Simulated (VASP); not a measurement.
Set up this calculation in VASP 6.6.1, as the native input.

- Task: single point
- Functional: LDA
- Potentials or basis: VASP PAW LDA potentials, release 64 (Mo_sv, S)
- Cutoff: 520 eV
- k mesh: 10 × 10 × 2
- Occupations: fermi-dirac, width 0.05 eV
- Spin: no spin polarisation
- Dipole correction: no
- Further INCAR settings: ALGO = Normal; EDIFF = 1e-06; NBANDS = 20

The structure of MoS2 lies in POSCAR:

```
MoS2
1.0
    3.1191256785      0.0000000000      0.0000000000
   -1.5595628393      2.7012420752      0.0000000000
    0.0000000000      0.0000000000     16.9807333112
Mo S
1 2
Direct
    0.0000000000      0.0000000000      0.0000000000
    0.3333333333      0.6666666667      0.9105070200
    0.3333333333      0.6666666667      0.0894929800
```

These files were run (other wordings do the same):

INCAR

```
SYSTEM = MoS2
PREC     = Accurate       ! precision mode
ENCUT    = 520            ! plane-wave cutoff, eV
EDIFF    = 1E-6           ! SCF threshold, eV
ISMEAR   = -1             ! smearing method
SIGMA    = 0.05           ! smearing width, eV
LREAL    = .FALSE.        ! projectors in reciprocal space
LASPH    = .TRUE.         ! aspherical terms in the spheres
NELM     = 80             ! most SCF steps
ALGO     = Normal         ! electronic algorithm
ISIF     = 2              ! what is computed and relaxed
LWAVE    = .FALSE.        ! write WAVECAR
LCHARG   = .FALSE.        ! write CHGCAR
NBANDS   = 20             ! bands
```

KPOINTS

```
Automatic mesh
0
G
  10 10 2
  0 0 0
```

Potentials or basis: VASP PAW LDA potentials, release 64 (Mo_sv, S).

Run with:

```console
$ cat potpaw_LDA.64/Mo_sv/POTCAR potpaw_LDA.64/S/POTCAR > POTCAR
$ mpirun -np 1 vasp_std > vasp.out
```

Results of the run:

The largest force is 0.714 eV/Å and the band gap on the k mesh is 1.91 eV, indirect (least direct gap 2.10 eV).

It took 72 s on 1 thread of Intel(R) Xeon(R) Platinum 8259CL CPU @ 2.50GHz (Skylake/Cascade Lake), with other jobs on the host, peak memory 0.25 GiB.
